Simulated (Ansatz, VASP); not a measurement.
## AgI: VASP beside Ansatz

```xyz
4
Lattice="4.6496 0.0000 0.0000 -2.3248 4.0266 0.0000 0.0000 0.0000 7.5984" Properties=species:S:1:pos:R:3 pbc="T T T"
Ag    2.3248    1.3422    4.7681
Ag    0.0000    2.6844    0.9689
I     2.3248    1.3422    0.0189
I     0.0000    2.6844    3.8181
```

Alike in both runs: functional r2SCAN; k mesh 8 × 8 × 4; occupations fermi-dirac, width 0.08 eV; no spin polarisation.

Ansatz relaxed the structure, and its values are those at the end. VASP's run is a single point on that final structure, the one shown.

|  | VASP | Ansatz |
| --- | --- | --- |
| version | VASP 6.6.1 | Ansatz 0.2.0 |
| potentials or method | VASP PAW PBE potentials, release 64 (Ag, I) | PAW with Ansatz's default frozen-core files, scalar-relativistic |
| plane-wave cutoff (eV) | 550 | 500 |
| valence electrons in the cell | 36 | 72 |

Ansatz gave:

| Quantity | Value |
| --- | --- |
| pressure (GPa) | 0.0 |

Estimate VASP's values.

pressure (GPa): -0.1.

VASP's potentials were made for PBE, not for r2SCAN. With one functional, cell and mesh, what is left measures potentials, basis and numerics. VASP's potentials hold 36 valence electrons a cell and Ansatz's 72, so a difference there can come from the potentials and not from the codes.

Neither program's run includes spin-orbit coupling.
